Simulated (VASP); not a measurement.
A run of VASP 6.6.1 is set up as follows.

POSCAR

```
SrO
1.0
    4.2268907573      0.0000000000      0.0000000000
   -2.1134453786      3.6605947748      0.0000000000
    0.0000000000      0.0000000000      5.0924892147
Sr O
2 2
Direct
    0.3333333333      0.6666666667      0.2500000000
    0.6666666667      0.3333333333      0.7500000000
    0.6666666667      0.3333333333      0.2500000000
    0.3333333333      0.6666666667      0.7500000000
```

INCAR.step1

```
SYSTEM = SrO
PREC     = Accurate       ! precision mode
ENCUT    = 520            ! plane-wave cutoff, eV
ISMEAR   = 0              ! smearing method
SIGMA    = 0.01           ! smearing width, eV
LREAL    = .False.        ! projectors in reciprocal space
LASPH    = .True.         ! aspherical terms in the spheres
NELM     = 100            ! most SCF steps
NBANDS   = 24             ! bands
GGA      = PE             ! functional
ALGO     = Normal         ! electronic algorithm
EDIFF    = 1E-4           ! SCF threshold, eV
LWAVE    = .True.         ! write WAVECAR
LCHARG   = .False.        ! write CHGCAR
```

The input INCAR.step2:

```
SYSTEM = SrO
PREC     = Accurate       ! precision mode
ENCUT    = 520            ! plane-wave cutoff, eV
EDIFF    = 1E-7           ! SCF threshold, eV
ISMEAR   = 0              ! smearing method
SIGMA    = 0.01           ! smearing width, eV
LREAL    = .False.        ! projectors in reciprocal space
LASPH    = .True.         ! aspherical terms in the spheres
NELM     = 100            ! most SCF steps
ALGO     = Normal         ! electronic algorithm
ISIF     = 2              ! what is computed and relaxed
LWAVE    = .False.        ! write WAVECAR
LCHARG   = .True.         ! write CHGCAR
METAGGA  = R2SCAN         ! meta-GGA
LMIXTAU  = .True.       
LELF     = .True.         ! ELF
LVHAR    = .True.       
NBANDS   = 24             ! bands
ISTART   = 1
```

KPOINTS

```
regular mesh
0
Gamma
  6 6 4
  0 0 0
```

Potentials or basis: VASP PAW PBE potentials, release 64 (Sr_sv, O).

Run with:

```console
$ cat potpaw_PBE.64/Sr_sv/POTCAR potpaw_PBE.64/O/POTCAR > POTCAR
$ cp INCAR.step1 INCAR
$ mpirun -np 1 vasp_std > vasp.out
$ cp INCAR.step2 INCAR
$ mpirun -np 1 vasp_std > vasp.out
```

Task: Predict the pressure.

Result: 3.0 GPa.

Task: Predict the band gap on the k mesh.

Result: 3.12 eV, direct.

Stress tensor (GPa, compression positive):
```
2.89 0.00 0.00
0.00 2.89 0.00
0.00 0.00 3.17
```

Caveat: the PAW data sets were made with another functional, which shifts forces and pressure a little.
